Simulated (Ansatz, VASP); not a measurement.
## SnO2: VASP beside Ansatz

```
CELL_PARAMETERS angstrom
1.65890 0.95777 4.76320
-1.65890 0.95777 4.76320
0.00000 -1.91553 4.76320
ATOMIC_POSITIONS crystal
Sn 0.50000 0.50000 0.50000
O 0.24144 0.24144 0.24144
O 0.75856 0.75856 0.75856
```

Alike in both runs: task single point; functional PBEsol; k mesh 12 × 12 × 12; occupations gaussian, width 0.05 eV; no spin polarisation.

|  | VASP | Ansatz |
| --- | --- | --- |
| version | VASP 6.6.1 | Ansatz 0.2.0 |
| potentials or method | VASP PAW PBE potentials, release 64 (Sn_d, O), cutoff 520 eV | scalar-relativistic, plane waves, PAW |
| valence electrons in the cell | 26 | 26 |

```csv
,VASP,Ansatz,Ansatz less VASP
gap on the k mesh at the Fermi level (eV),1.22,1.24,+0.020
least direct gap on the mesh (eV),1.22,1.24,+0.018
pressure (GPa),-14.8,-15.2,-0.43
"traceless stress, the component that is largest in VASP (GPa)",3.63,3.94,+0.306
rms of the force components (eV/Å),0.625,0.647,+0.0221
```

VASP's potentials were made for PBE, not for PBEsol, and Ansatz warns of the same on its side. Atom by atom the forces differ by 0.022 eV/Å (rms over components). With one functional, cell and mesh, what is left measures potentials, basis and numerics.
